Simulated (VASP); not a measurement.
Set up this calculation in VASP 6.6.1, as the native input.

```
Task                   : single point
Functional             : PBE
Potentials or basis    : VASP PAW PBE potentials, release 64 (B, Al, P, Ga_d, In_d)
Cutoff                 : 520 eV
k mesh                 : 2 × 2 × 2, shifted
Occupations            : gaussian, width 0.1 eV
Spin                   : no spin polarisation
Dipole correction      : no
Further INCAR settings : LREAL = Auto; ALGO = Normal; EDIFF = 1e-06; NBANDS = 96; ISYM = 0
```

The structure of Al5In2Ga4BP12 lies in POSCAR:

```
Al5In2Ga4BP12
1.0
   -5.5093709263     -5.4510164845      0.0322244548
   -0.0252585869      5.4440506167      5.5010308422
   -5.5121661909      5.4860362039     -5.5177578426
B Al P Ga In
1 5 12 4 2
Direct
   -0.0022489547      0.4993111566      1.0026460846
    0.5018609509      1.0014157441      0.0064780038
   -0.0020698412     -0.0006829506      0.9986363185
    0.8398181547      0.1750797177      0.6739875491
    0.5018756735      0.5009656311      0.0056840101
    0.1632655369      0.8278658212      0.3186713877
    0.3334317507      0.1676374214      0.9265236481
    0.8495498551      0.2019788313      0.9262466759
    0.6875363516      0.3422834995      0.5738253934
    0.1488066276      0.3320634773      0.5650961713
    0.5034502849      0.5045614273      0.2539629090
   -0.0020459969      0.5017952566      0.2150259641
    0.2981638118      0.6502176448      0.9418270743
    0.8501019647      0.6494050268      0.9265373949
    0.6850372662      0.8420157044      0.5950020603
    0.1508166909      0.8235349700      0.5656062408
    0.5036962301      1.0007713821      0.2549726325
    0.9978710911      0.9997095161      0.2456727974
    0.6767995551      0.3387957272      0.3246937792
    0.1618578680      0.3373216516      0.3170336788
    0.8405122785      0.6618204208      0.6738442854
    0.6724211382      0.8361856081      0.3425228741
    0.3354904424      0.1706246471      0.6577963060
    0.3305910248      0.6668053297      0.6759442271
```

These files were run (other wordings do the same):

INCAR

```
SYSTEM = Al5In2Ga4BP12
PREC     = Accurate       ! precision mode
ENCUT    = 520            ! plane-wave cutoff, eV
EDIFF    = 1E-6           ! SCF threshold, eV
ISMEAR   = 0              ! smearing method
SIGMA    = 0.1            ! smearing width, eV
LREAL    = Auto         
LASPH    = .TRUE.         ! aspherical terms in the spheres
NELM     = 60             ! most SCF steps
ALGO     = Normal         ! electronic algorithm
ISIF     = 2              ! what is computed and relaxed
LWAVE    = .FALSE.        ! write WAVECAR
LCHARG   = .FALSE.        ! write CHGCAR
GGA      = PE             ! functional
ISYM     = 0            
NBANDS   = 96             ! bands
```

KPOINTS

```
Automatic mesh
0
Gamma
  2 2 2
  0.5 0.5 0.5
```

Potentials or basis: VASP PAW PBE potentials, release 64 (B, Al, P, Ga_d, In_d).

Launch:

```bash
$ cat potpaw_PBE.64/B/POTCAR potpaw_PBE.64/Al/POTCAR potpaw_PBE.64/P/POTCAR potpaw_PBE.64/Ga_d/POTCAR potpaw_PBE.64/In_d/POTCAR > POTCAR
$ mpirun -np 1 vasp_std > vasp.out
```

Results of the run:

```yaml
Pressure: 0.0 GPa
Largest_force: 0.020 eV/Å
Band_gap_on_the_k_mesh: 1.55 eV (least direct gap 1.62 eV)
```

Caveat: spin-orbit coupling is left out, which moves the levels of the heavy elements; a shifted mesh leaves out Γ, where band edges can lie.

It took 12 min on 1 thread of Intel Xeon 8259CL, on a shared host, peak memory 0.64 GiB.
